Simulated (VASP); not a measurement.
# NaI (P1) in VASP: notebook

The runs below take NaI through single point, with PBE.

Everything below comes from runs of VASP 6.6.1. Logs are shortened: lines on timing, memory, paths and dates and some standing lists are left out, and cuts for length are marked.

## Step 1: The cell of the first run

The typed cell holds 2 atoms: a = 4.577 Å, b = 4.577 Å, c = 4.577 Å, α = 60.00°, β = 60.00°, γ = 60.00°.

## Step 2: Single point, PBE (one atom moved)

INCAR

```
SYSTEM = NaI
PREC = Accurate
ENCUT = 520
EDIFF = 1E-7
ISMEAR = 0
SIGMA = 0.02
LREAL = .False.
LASPH = .True.
NELM = 80
ALGO = Normal
ISIF = 2
LWAVE = .False.
LCHARG = .False.
GGA = PE
NBANDS = 14
```

KPOINTS

```
Automatic mesh
0
Gamma
  6 6 6
  0 0 0
```

POSCAR

```
NaI
1.0
    0.0000000000      3.2364000000      3.2364000000
    3.2364000000      0.0000000000      3.2364000000
    3.2364000000      3.2364000000      0.0000000000
Na I
1 1
Direct
   -0.0070139661      0.0120349771      0.0286460264
    0.5000000000      0.5000000000      0.5000000000
```

Potentials or basis: VASP PAW PBE potentials, release 64 (Na_pv, I).

The run is started by

```sh
> cat potpaw_PBE.64/Na_pv/POTCAR potpaw_PBE.64/I/POTCAR > POTCAR
> mpirun -np 1 vasp_std > vasp.out
```

OUTCAR:

```text
SYSTEM = NaI
   PREC = Accurate
   ENCUT = 520
   EDIFF = 1E-7
   ISMEAR = 0
   LREAL = .False.
   LASPH = .True.
   NELM = 80
   ISIF = 2
   GGA = PE

 ion  position               nearest neighbor table
   1  0.993  0.012  0.029-   2 3.11   2 3.17
   2  0.500  0.500  0.500-   1 3.11   1 3.17

  LATTYP: Found a face centered cubic cell.
 ALAT       =     6.4728000000

  Lattice vectors:

 A1 = (   0.0000000000,   3.2364000000,   3.2364000000)
 A2 = (   3.2364000000,   0.0000000000,   3.2364000000)
 A3 = (   3.2364000000,   3.2364000000,   0.0000000000)

Analysis of symmetry for initial positions (statically):
=====================================================================
 Subroutine PRICEL returns:
 Original cell was already a primitive cell.

 Routine SETGRP: Setting up the symmetry group for a
 face centered cubic supercell.

 Subroutine GETGRP returns: Found  1 space group operations
 (whereof  1 operations were pure point group operations)
 out of a pool of 48 trial point group operations.

The static configuration has the point symmetry C_1 .

Analysis of symmetry for dynamics (positions and initial velocities):
=====================================================================
 Subroutine PRICEL returns:
 Original cell was already a primitive cell.

 Routine SETGRP: Setting up the symmetry group for a
 face centered cubic supercell.

 Subroutine GETGRP returns: Found  1 space group operations
 (whereof  1 operations were pure point group operations)
 out of a pool of 48 trial point group operations.

The dynamic configuration has the point symmetry C_1 .

 Subroutine INISYM returns: Found  1 space group operations
 (whereof  1 operations are pure point group operations),
 and found     1 'primitive' translations

----------------------------------------------------------------------------------------

                                     Primitive cell

  volume of cell :      67.7980

  direct lattice vectors                    reciprocal lattice vectors
     0.000000000  3.236400000  3.236400000    -0.154492646  0.154492646  0.154492646
     3.236400000  0.000000000  3.236400000     0.154492646 -0.154492646  0.154492646
     3.236400000  3.236400000  0.000000000     0.154492646  0.154492646 -0.154492646

  length of vectors
     4.576960773  4.576960773  4.576960773     0.267589113  0.267589113  0.267589113

  position of ions in fractional coordinates (direct lattice)
     0.992986034  0.012034977  0.028646026
     0.500000000  0.500000000  0.500000000

  ion indices of the primitive-cell ions
   primitive index   ion index
                 1           1
                 2           2

----------------------------------------------------------------------------------------

 KPOINTS: Automatic mesh

Automatic generation of k-mesh.
 Grid dimensions read from file:
 generate k-points for:    6    6    6

 Generating k-lattice:

  Cartesian coordinates                     Fractional coordinates (reciprocal lattice)
    -0.025748774  0.025748774  0.025748774     0.166666667  0.000000000  0.000000000
     0.025748774 -0.025748774  0.025748774     0.000000000  0.166666667  0.000000000
     0.025748774  0.025748774 -0.025748774     0.000000000  0.000000000  0.166666667

  Length of vectors
     0.044598185  0.044598185  0.044598185

  Shift w.r.t. Gamma in fractional coordinates (k-lattice)
     0.000000000  0.000000000  0.000000000

 Subroutine IBZKPT returns following result:
 ===========================================

 Found    112 irreducible k-points:

 Following reciprocal coordinates:
            Coordinates               Weight
  0.000000  0.000000  0.000000      1.000000
  0.166667  0.000000  0.000000      2.000000
  0.000000  0.166667  0.000000      2.000000
  0.000000  0.000000  0.166667      2.000000
  0.166667  0.166667  0.166667      2.000000
  0.333333  0.000000  0.000000      2.000000
[... 16 lines left out ...]
  0.166667 -0.166667 -0.166667      2.000000
  0.333333  0.333333  0.166667      2.000000
 [... further k-points ...]
   k-points           NKPTS =    112   k-points in BZ     NKDIM =    112   number of bands    NBANDS=     14
   number of dos      NEDOS =    301   number of ions     NIONS =      2
   total plane-waves  NPLWV =  46656
   dimension x,y,z NGX =    36 NGY =   36 NGZ =   36
   dimension x,y,z NGXF=    72 NGYF=   72 NGZF=   72
   ions per type =               1   1
   NGX,Y,Z   is equivalent  to a cutoff of  13.08, 13.08, 13.08 a.u.
   NGXF,Y,Z  is equivalent  to a cutoff of  26.15, 26.15, 26.15 a.u.
 SYSTEM =  NaI
   PREC   = accura    normal or accurate (medium, high low for compatibility)
   ISTART =      0    job   : 0-new  1-cont  2-samecut
   ICHARG =      2    charge: 1-file 2-atom 10-const
   ISPIN  =      1    spin polarized calculation?
   LNONCOLLINEAR =      F non collinear calculations
   LSORBIT =      F    spin-orbit coupling
   LASPH  =      T    aspherical Exc in radial PAW
   ENCUT  =  520.0 eV  38.22 Ry    6.18 a.u.   8.51  8.51  8.51*2*pi/ulx,y,z
   NELM   =     80;   NELMIN=  2; NELMDL= -5     # of ELM steps
   EDIFF  = 0.1E-06   stopping-criterion for ELM
   LREAL  =      F    real-space projection
   EDIFFG = 0.1E-05   stopping-criterion for IOM
   NSW    =      0    number of steps for IOM
   IBRION =     -1    ionic relax: 0-MD 1-quasi-New 2-CG
   NFREE  =      0    steps in history (QN), initial steepest desc. (CG)
   ISIF   =      2    stress and relaxation
   ISYM   =      2    0-nonsym 1-usesym 2-fastsym
   POTIM  = 0.5000    time-step for ionic-motion
   TEBEG  =    0.0;   TEEND  =   0.0 temperature during run
   PSTRESS=    0.0 pullay stress
   NELECT =      14.0000    total number of electrons
   NUPDOWN=      -1.0000    fix difference up-down
   EMIN   =  10.00;   EMAX   =-10.00  energy-range for DOS
   EFERMI =   0.00;   METHOD = LEGACY
   ISMEAR =     0;   SIGMA  =   0.02  broadening in eV -4-tet -1-fermi 0-gaus
   EFERMI_NEDOS =   21; number of points for ismear=-14 and -15
   IALGO  =     38    algorithm
   IMIX   =      4    mixing-type and parameters
     AMIX     =   0.40;   BMIX     =  1.00
     AMIX_MAG =   1.60;   BMIX_MAG =  1.00
  volume/ion in A,a.u.               =      33.90       228.76
  Fermi-wavevector in a.u.,A,eV,Ry     =   0.967636  1.828567 12.739397  0.936319
  Thomas-Fermi vector in A             =   2.097538
   LORBIT       =      0    0 simple, 1 ext, 2 COOP (PROOUT), +10 PAW based schemes
   GGA     = PE    functional components
   LHFCALC =     F    Hartree Fock is set to
   AEXX    =    0.0000 exact exchange contribution
   IVDW    =     0    specifies the selected vdW correction
   LEPSILON=     F    determine dielectric tensor
   LRPA    =     F    only Hartree local field effects (RPA)
 non-spin polarized calculation
 Gauss-broadening in eV      SIGMA  =   0.02
  energy-cutoff  :      520.00
  volume of cell :       67.80
 maximum number of plane-waves:      1853
 NGX is ok and might be reduce to    36
   NGX = 17   NGY = 17   NGZ = 17

 number of electron      14.0000001 magnetization

 Free energy of the ion-electron system (eV)
  ---------------------------------------------------
  ext. energy  EPLUGINS =         0.00000000
  ---------------------------------------------------
  free energy    TOTEN  =        -5.37466071 eV

  energy without entropy =       -5.37466071  energy(sigma->0) =       -5.37466071

 E-fermi :   0.9946     XC(G=0):  -7.7014

 val. band max:        0.8061654664   @ k =   0.0000   0.0000   0.0000
 cond. band min:       4.4501576665   @ k =   0.0000   0.0000   0.0000
 fundamental gap:      3.6439922000
 Fermi energy:         0.9945798711

 k-point     1 :       0.0000    0.0000    0.0000
  band No.  band energies     occupation
      1     -21.6272      2.00000
      2     -21.6263      2.00000
      3     -21.6263      2.00000
      4     -10.2132      2.00000
      5       0.7969      2.00000
      6       0.8046      2.00000
      7       0.8062      2.00000
      8       4.4502      0.00000
      9       8.7341      0.00000
     10       8.7349      0.00000
     11       8.7451      0.00000
     12      10.5618      0.00000
     13      10.5764      0.00000
     14      11.2307      0.00000

 k-point     2 :       0.1667    0.0000    0.0000
  band No.  band energies     occupation
      1     -21.6278      2.00000
      2     -21.6272      2.00000
      3     -21.6264      2.00000
      4     -10.1393      2.00000
      5       0.0690      2.00000
      6       0.7282      2.00000
      7       0.7304      2.00000
      8       5.2595      0.00000
      9       8.2480      0.00000
     10       8.9267      0.00000
     11       8.9368      0.00000
     12      10.0475      0.00000
     13      10.0704      0.00000
     14      11.6056      0.00000

 k-point     3 :       0.0000    0.1667    0.0000
  band No.  band energies     occupation
      1     -21.6279      2.00000
      2     -21.6271      2.00000
      3     -21.6264      2.00000
      4     -10.1393      2.00000
      5       0.0694      2.00000
      6       0.7266      2.00000
      7       0.7314      2.00000
      8       5.2597      0.00000
      9       8.2485      0.00000
     10       8.9264      0.00000
     11       8.9359      0.00000
     12      10.0484      0.00000
     13      10.0695      0.00000
     14      11.6071      0.00000
[... 324 lines left out ...]
 k-point    23 :       0.1667   -0.1667   -0.1667
  band No.  band energies     occupation
      1     -21.6297      2.00000
      2     -21.6276      2.00000
      3     -21.6270      2.00000
      4      -9.9895      2.00000
      5      -0.6699      2.00000
      6       0.3960      2.00000
      7       0.4306      2.00000
      8       6.2881      0.00000
      9       7.5995      0.00000
     10       8.0966      0.00000
     11       9.3548      0.00000
     12      10.4984      0.00000
     13      11.6470      0.00000
     14      12.5131      0.00000

 k-point    24 :       0.3333    0.3333    0.1667
  band No.  band energies     occupation
      1     -21.6299      2.00000
      2     -21.6274      2.00000
      3     -21.6270      2.00000
      4      -9.9898      2.00000
      5      -0.6641      2.00000
      6       0.3940      2.00000
      7       0.4249      2.00000
      8       6.2992      0.00000
      9       7.5979      0.00000
     10       8.0808      0.00000
     11       9.3516      0.00000
     12      10.4927      0.00000
     13      11.6593      0.00000
     14      12.5257      0.00000

 [... further k-points ...]

------------------------ aborting loop because EDIFF is reached ----------------------------------------

  FORCE on cell =-STRESS in cart. coord.  units (eV):
  Direction    XX          YY          ZZ          XY          YZ          ZX
  --------------------------------------------------------------------------------------
  -------------------------------------------------------------------------------------
  Total        0.3124671      0.2111840      0.1743259     -0.0149011     -0.0016388     -0.0034024
  in kB        7.3841114      4.9906269      4.1196079     -0.3521378     -0.0387282     -0.0804037
  external PRESSURE =       5.4981154 kB  Pullay stress =       0.0000000 kB

 VOLUME and BASIS-vectors are now :
 -----------------------------------------------------------------------------
  energy-cutoff  :      520.00
  volume of cell :       67.80
      direct lattice vectors                 reciprocal lattice vectors
     0.000000000  3.236400000  3.236400000    -0.154492646  0.154492646  0.154492646
     3.236400000  0.000000000  3.236400000     0.154492646 -0.154492646  0.154492646
     3.236400000  3.236400000  0.000000000     0.154492646  0.154492646 -0.154492646

 POSITION                                       TOTAL-FORCE (eV/Angst)
 -----------------------------------------------------------------------------------
      0.13166      3.30641      3.25265        -0.124797     -0.061683     -0.013993
      3.23640      3.23640      3.23640         0.124797      0.061683      0.013993
 -----------------------------------------------------------------------------------
    total drift:                                0.000015      0.000275     -0.000058

  FREE ENERGIE OF THE ION-ELECTRON SYSTEM (eV)
  ---------------------------------------------------
  free  energy   TOTEN  =        -5.3746607108 eV

  energy  without entropy=       -5.3746607108  energy(sigma->0) =       -5.37466071
```

Wall time 2.1 min (1 thread of Intel Xeon 8259CL, shared host); peak memory 0.27 GiB.

Results:

* Free energy: -5.3747 eV
* Pressure: 0.5 GPa
* Largest force: 0.140 eV/Å
* Band gap on the k mesh: 3.64 eV

Forces in eV/Å, atoms in the order of the input:
```
Na  -0.125 -0.062 -0.014
I    0.125  0.062  0.014
```

Caveat: the cell differs from its parent crystal (one atom moved); spin-orbit coupling is left out, which moves the levels of the heavy elements.

## Step 3: Single point, PBE (atoms moved at random and the cell strained at random)

INCAR

```
PREC = Accurate ; ENCUT = 520
EDIFF = 1E-6 ; ISMEAR = 0
SIGMA = 0.02 ; LREAL = F
LASPH = T ; NELM = 100
ALGO = Normal ; ISIF = 2
LWAVE = F ; LCHARG = F
GGA = PE ; NBANDS = 14
```

KPOINTS

```
Automatic mesh
0
Gamma
  6 6 6
```

POSCAR

```
NaI
1.0
    0.0194831280      3.3592861080      3.1684679640
    3.2060102040      0.0723011760      3.1156499160
    3.3004483560      3.4009062120     -0.0221369760
Na I
1 1
Direct
   -0.0412495365      0.0126035101     -0.0286676554
    0.5412495365      0.4873964899      0.5286676554
```

Potentials or basis: VASP PAW PBE potentials, release 64 (Na_pv, I).

The run is started by

```sh
> cat potpaw_PBE.64/Na_pv/POTCAR potpaw_PBE.64/I/POTCAR > POTCAR
> mpirun -np 1 vasp_std > vasp.out
```

Run time: 2.1 min. Hardware: 1 thread of Intel Xeon 8259CL, shared host; peak memory 0.27 GiB.

The run converged. Its results:

```yaml
Free_energy: -5.2741 eV
Pressure: 1.6 GPa
Largest_force: 0.499 eV/Å
Band_gap_on_the_k_mesh: 3.61 eV
```

Forces on the atoms (eV/Å):
```
Na   0.065  0.448  0.208
I   -0.065 -0.448 -0.208
```

Stress tensor (GPa, compression positive):
```
 0.34 -0.33  0.09
-0.33  2.88 -0.45
 0.09 -0.45  1.47
```

Levels at points of the mesh, in eV from the valence-band top:
```csv
k point,band 4,band 5,band 6,band 7,band 8,band 9,band 10,band 11
"(0.00, 0.00, 0.00)",-11.07,-0.17,-0.10,0.00,3.61,7.66,7.92,8.18
"(0.50, 0.00, 0.00)",-10.77,-2.19,-0.46,-0.24,5.05,7.20,7.79,8.56
"(0.00, 0.50, 0.00)",-10.73,-2.19,-0.47,-0.36,4.96,7.16,7.54,8.62
"(0.50, 0.50, 0.00)",-10.66,-1.91,-0.97,-0.78,4.46,5.46,9.93,11.07
"(0.00, 0.00, 0.50)",-10.78,-2.23,-0.36,-0.20,5.11,7.44,7.74,8.51
"(0.50, 0.00, 0.50)",-10.71,-1.97,-0.81,-0.61,4.54,5.63,9.48,11.18
"(0.00, 0.50, 0.50)",-10.68,-1.92,-0.90,-0.73,4.50,5.53,9.70,11.01
"(0.50, 0.50, 0.50)",-10.77,-2.18,-0.37,-0.31,5.12,7.43,7.54,8.48
```

Caveat: the cell differs from its parent crystal (atoms moved at random and the cell strained at random); spin-orbit coupling is left out, which moves the levels of the heavy elements.
